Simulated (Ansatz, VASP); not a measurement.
Si2Mo: VASP and Ansatz over several settings

```
CELL_PARAMETERS angstrom
-1.56734 1.56734 3.85026
1.56734 -1.56734 3.85026
1.56734 1.56734 -3.85026
ATOMIC_POSITIONS crystal
Mo 0.00000 0.00000 0.00000
Si 0.66700 0.66700 0.00000
Si 0.33300 0.33300 0.00000
```

Single points on this cell with VASP 6.6.1 and Ansatz 0.2.0. Each row is one pair of runs. Alike in all rows: spin: off; k mesh: 12 × 12 × 12; smearing: fermi-dirac, width 0.05 eV; VASP's potentials, cutoff: VASP PAW PBE potentials, release 64 (Mo_sv, Si), 520 eV; Ansatz's potentials, cutoff: Ansatz PAW, 420 eV.

```tsv
level	gap on the k mesh at the Fermi level (eV), VASP	gap on the k mesh at the Fermi level (eV), Ansatz	pressure (GPa), VASP	pressure (GPa), Ansatz	rms of the force components (eV/Å), VASP	rms of the force components (eV/Å), Ansatz
PBE+D3(BJ)	none	none	9.8	9.6	0.082	0.085
PBEsol+D4	?	none	?	8.3	?	0.109
PBE	none	none	17.9	17.7	0.080	0.083
```

Task: Fill in what VASP gave in row 2.

Result: gap on the k mesh at the Fermi level (eV): none; pressure (GPa): 8.7; rms of the force components (eV/Å): 0.107.

A gap of «none» marks a metal or a gap that the smearing closes.
